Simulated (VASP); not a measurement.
Nb, 1 atom in the cell. Symmetry: Im-3m, No. 229, cubic system. The conventional cell has a = 3.273 Å, b = 3.273 Å, c = 3.273 Å, α = 90.00°, β = 90.00°, γ = 90.00°. Nb (site symmetry m-3m) has 14 Nb at 2.83 to 3.27 Å within 3.7 Å. 

```yaml
Program: VASP 6.6.1
Task: single point
Functional: PBEsol
Potentials_or_basis: VASP PAW PBE potentials, release 64 (Nb_sv)
Cutoff: 520 eV
k_mesh: 18 × 18 × 18
Occupations: fermi-dirac, width 0.05 eV
Spin: no spin polarisation
Dipole_correction: no
k_mesh_for_the_DOS: 27 × 27 × 27
Occupations_for_the_DOS: tetrahedron
Further_INCAR_settings: ALGO = Normal; EDIFF = 1e-06; NBANDS = 12
```

Potentials or basis: VASP PAW PBE potentials, release 64 (Nb_sv).

The run is started by

```bash
$ cat potpaw_PBE.64/Nb_sv/POTCAR > POTCAR
$ cp INCAR.step1 INCAR
$ cp KPOINTS.step1 KPOINTS
$ mpirun -np 1 vasp_std > vasp.out
$ cp INCAR.step2 INCAR
$ cp KPOINTS.step2 KPOINTS
$ mpirun -np 1 vasp_std > vasp.out
```

Hardware: 1 thread of Intel Xeon 8259CL, with other jobs on the host.

Problem. Estimate the wall time of this run.

Solution. It took 2.9 min on 1 thread of Intel Xeon 8259CL, on a shared host, peak memory 0.27 GiB. Counts: k points 560.
